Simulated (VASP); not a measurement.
Input of a VASP 6.6.1 run:

File INCAR:

```
SYSTEM = WS2
PREC = Accurate
ENCUT = 520
EDIFF = 1E-7
ISMEAR = 0
SIGMA = 0.05
LREAL = .FALSE.
LASPH = .TRUE.
NELM = 80
ALGO = Normal
ISIF = 2
LWAVE = .FALSE.
LCHARG = .FALSE.
GGA = PS
NBANDS = 20
```

KPOINTS

```
regular mesh
0
G
  12 12 12
  0 0 0
```

Contents of POSCAR:

```
WS2
1.0
    1.6210175043      0.9358948925      6.1793507999
   -1.6210175043      0.9358948925      6.1793507999
    0.0000000000     -1.8717897850      6.1793507999
W S
1 2
Direct
    0.9993284863      0.9993284863      0.9993284863
    0.7479630314      0.7479630314      0.7479630314
    0.5840084823      0.5840084823      0.5840084823
```

Potentials or basis: VASP PAW PBE potentials, release 64 (W_sv, S).

Command:

```console
$ cat potpaw_PBE.64/W_sv/POTCAR potpaw_PBE.64/S/POTCAR > POTCAR
$ mpirun -np 1 vasp_std > vasp.out
```

(1) What does it give for the largest force?

(2) Predict the band gap on the k mesh.

Results:

(1) 0.293 eV/Å.

(2) 0.57 eV (least direct gap 1.51 eV).

Caveat: the cell differs from its parent crystal (strain +0.030 along x and y, -0.030 along z); the PAW data sets were made with another functional, which shifts forces and pressure a little; spin-orbit coupling is left out, which moves the levels of the heavy elements.
